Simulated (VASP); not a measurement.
A run of VASP 6.6.1 is set up as follows.

File INCAR:

```
ALGO = Normal
EDIFF = 1E-6
ENCUT = 520
GGA = PS
ISIF = 2
ISMEAR = -1
LASPH = True
LCHARG = False
LREAL = False
LWAVE = False
NBANDS = 32
NELM = 60
PREC = Accurate
SIGMA = 0.1
```

File KPOINTS:

```
k-points
0
Gamma
  9 9 6
```

POSCAR

```
CuO2
1.0
    1.4126150000     -5.2107470000      0.0000000000
    1.4126150000      5.2107470000      0.0000000000
    0.0000000000      0.0000000000      4.3434240000
Cu O
2 4
Direct
    0.1672530000      0.8327470000      0.7500000000
    0.8327470000      0.1672530000      0.2500000000
    0.7889700000      0.2110300000      0.7500000000
    0.2110300000      0.7889700000      0.2500000000
    0.5514860000      0.4485140000      0.7500000000
    0.4485140000      0.5514860000      0.2500000000
```

Potentials or basis: VASP PAW PBE potentials, release 64 (Cu, O).

Command:

```bash
$ cat potpaw_PBE.64/Cu/POTCAR potpaw_PBE.64/O/POTCAR > POTCAR
$ mpirun -np 1 vasp_std > vasp.out
```

(1) Estimate the band gap on the k mesh.

(2) Estimate the pressure.

Answers

(1) zero (band 23 reaches 2.72 eV, above the bottom of band 24 at 2.21 eV).

(2) -7.6 GPa.

Caveat: the PAW data sets were made with another functional, which shifts forces and pressure a little; semilocal functionals often make such compounds metallic where correlation or magnetic order opens a gap, which also shifts bond lengths.
